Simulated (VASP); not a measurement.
Wanted: the native input for a VASP 6.6.1 run.

- Task: single point
- Functional: PBE
- Potentials or basis: VASP PAW PBE potentials, release 64 (Cd)
- Cutoff: 520 eV
- k mesh: 17 × 16 × 16
- Occupations: gaussian, width 0.1 eV
- Spin: no spin polarisation
- Dipole correction: no
- Further INCAR settings: ALGO = Fast; EDIFF = 1e-06; NBANDS = 12

The structure of Cd lies in POSCAR:

```
Cd
1.0
    1.5790080000      0.9044910000      2.3853110000
   -1.6599930000      0.8989190000      2.4405920000
   -0.0453180000     -1.8934790000      2.4470920000
Cd
1
Direct
   -0.0002900000     -0.0002450000      0.0117290000
```

One way to write it, as run:

INCAR

```
PREC = Accurate
ENCUT = 520
EDIFF = 1E-6
ISMEAR = 0
SIGMA = 0.1
LREAL = F
LASPH = T
NELM = 60
ALGO = Fast
ISIF = 2
LWAVE = F
LCHARG = T
GGA = PE
LELF = T
LVHAR = T
NBANDS = 12
```

KPOINTS

```
regular mesh
0
Gamma
  17 16 16
```

Potentials or basis: VASP PAW PBE potentials, release 64 (Cd).

Launch:

```bash
$ cat potpaw_PBE.64/Cd/POTCAR > POTCAR
$ mpirun -np 1 vasp_std > vasp.out
```

Results of the run:

```json
{
 "Pressure": "2.4 GPa",
 "Band gap on the k mesh": "zero (bands 6 and 7 overlap by 3.55 eV)"
}
```

Wall time 120 s on 1 thread of Intel(R) Xeon(R) 6975P-C (Granite Rapids), on a shared host, peak memory 0.6 GiB.
